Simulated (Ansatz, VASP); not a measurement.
## Ni in VASP and in Ansatz

```
CELL_PARAMETERS angstrom
0.00000 1.73990 1.73990
1.73990 0.00000 1.73990
1.73990 1.73990 0.00000
ATOMIC_POSITIONS crystal
Ni 0.00000 0.00000 0.00000
```

Alike in both runs: functional r2SCAN; k mesh 16 × 16 × 16; occupations gaussian, width 0.05 eV; collinear spin.

Ansatz relaxed the structure, and its values are those at the end. VASP's run is a single point on that final structure, the one shown.

|  | VASP | Ansatz |
| --- | --- | --- |
| version | VASP 6.6.1 | Ansatz 0.2.0 |
| potentials or method | VASP PAW PBE potentials, release 64 (Ni) | scalar-relativistic, plane waves, PAW |
| plane-wave cutoff (eV) | 520 | 500 |
| valence electrons in the cell | 10 | 18 |

Ansatz gave:

```
gap on the k mesh at the Fermi level (eV)                     : none
pressure (GPa)                                                : 0.0
net moment per atom (μB)                                      : 0.77
size of the moment on the site where the two differ most (μB) : 0.84
```

Q: Estimate VASP's values.

A: gap on the k mesh at the Fermi level (eV): none; pressure (GPa): 0.3; net moment per atom (μB): 0.75; size of the moment on the site where the two differ most (μB): 0.77.

VASP's potentials were made for PBE, not for r2SCAN. Site moments also hang on the region over which each program counts them. A gap of «none» marks a metal or a gap that the smearing closes. VASP's potentials hold 10 valence electrons a cell and Ansatz's 18, so a difference there can come from the potentials and not from the codes.
